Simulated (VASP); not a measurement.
Set up this calculation in VASP 6.6.1, as the native input.

```
Task                   : single point
Functional             : PBE
Dispersion             : D3(BJ)
Potentials or basis    : VASP PAW PBE potentials, release 64 (C)
Cutoff                 : 520 eV
k mesh                 : 2 × 2 × 2, shifted
Occupations            : gaussian, width 0.1 eV
Spin                   : no spin polarisation
Dipole correction      : no
Further INCAR settings : LREAL = Auto; ALGO = Normal; EDIFF = 1e-07; NBANDS = 51; ISYM = 0
```

The structure of C lies in POSCAR:

```
C
1.0
    3.6842552433     -6.3813172695      0.0000000000
   -7.3685104866      0.0000000000      0.0000000000
    0.0000000000      0.0000000000     -8.5238033600
C
18
Direct
    0.4444444444      0.5555555556      0.0000000000
    0.1111111111      0.5555555556      0.0000000000
    0.7777777778      0.5555555556      0.0000000000
    0.4444444444      0.2222222222      0.0000000000
    0.1111111111      0.2222222222      0.0000000000
    0.7777777778      0.2222222222      0.0000000000
    0.4444444444      0.8888888889      0.0000000000
    0.1111111111      0.8888888889      0.0000000000
    0.7777777778      0.8888888889      0.0000000000
    0.5555555556      0.4444444444      0.0000000000
    0.2222222222      0.4444444444      0.0000000000
    0.8888888889      0.4444444444      0.0000000000
    0.5555555556      0.1111111111      0.0000000000
    0.2222222222      0.1111111111      0.0000000000
    0.8888888889      0.1111111111      0.0000000000
    0.5555555556      0.7777777778      0.0000000000
    0.2222222222      0.7777777778      0.0000000000
    0.8888888889      0.7777777778      0.0000000000
```

One way to write it, as run:

INCAR

```
SYSTEM = C
ALGO = Normal ; EDIFF = 1E-7
ENCUT = 520 ; GGA = PE
ISIF = 2 ; ISMEAR = 0
ISYM = 0 ; IVDW = 12
LASPH = .TRUE. ; LCHARG = .FALSE.
LREAL = Auto ; LWAVE = .FALSE.
NBANDS = 51 ; NELM = 100
PREC = Accurate ; SIGMA = 0.1
```

KPOINTS

```
Automatic mesh
0
Gamma
  2 2 2
  0.5 0.5 0.5
```

Potentials or basis: VASP PAW PBE potentials, release 64 (C).

Run with:

```console
$ cat potpaw_PBE.64/C/POTCAR > POTCAR
$ mpirun -np 1 vasp_std > vasp.out
```

Results of the run:

```yaml
Largest_force: 0.007 eV/Å
Band_gap_on_the_k_mesh: 2.68 eV
Dispersion_energy_per_atom: -0.090 eV
```

Run time: 6.8 min on 1 thread of Intel(R) Xeon(R) Platinum 8488C (Sapphire Rapids), with other jobs on the host, peak memory 0.48 GiB.
